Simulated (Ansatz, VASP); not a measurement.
**Two plane-wave programs on Mn3Si**

```
Mn Si
1.0
     0.00000    2.49095    2.49095
     2.49095    0.00000    2.49095
     2.49095    2.49095    0.00000
Mn Si
3 1
Direct
  0.50000 0.50000 0.50000
  0.25000 0.25000 0.25000
  0.75000 0.75000 0.75000
  0.00000 0.00000 0.00000
```

Alike in both runs: task single point; functional LDA; k mesh 10 × 10 × 10; collinear spin.

```csv
,VASP,Ansatz
version,VASP 6.6.1,Ansatz 0.2.0
potentials or method,"VASP PAW LDA potentials, release 64 (Mn_pv, Si)","PAW with Ansatz's default frozen-core files, scalar-relativistic"
plane-wave cutoff (eV),520,420
occupations,"methfessel-paxton of order 1, width 0.005 eV","cold, width 0.005 eV"
valence electrons in the cell,43,49
```

Ansatz gave:

```
gap on the k mesh at the Fermi level (eV)                     : none
net moment per atom (μB)                                      : 0.03
size of the moment on the site where the two differ most (μB) : 0.03
```

Q: What did VASP give for the same quantities?

A: gap on the k mesh at the Fermi level (eV): none; net moment per atom (μB): 0.04; size of the moment on the site where the two differ most (μB): 0.04.

LDA's correlation is that of Perdew and Zunger in VASP and of Perdew and Wang (1992) in Ansatz. Site moments also hang on the region over which each program counts them. A gap of «none» marks a metal or a gap that the smearing closes. VASP's potentials hold 43 valence electrons a cell and Ansatz's 49, so a difference there can come from the potentials and not from the codes. Ansatz's warnings: seeded moment not kept, stability check not made.
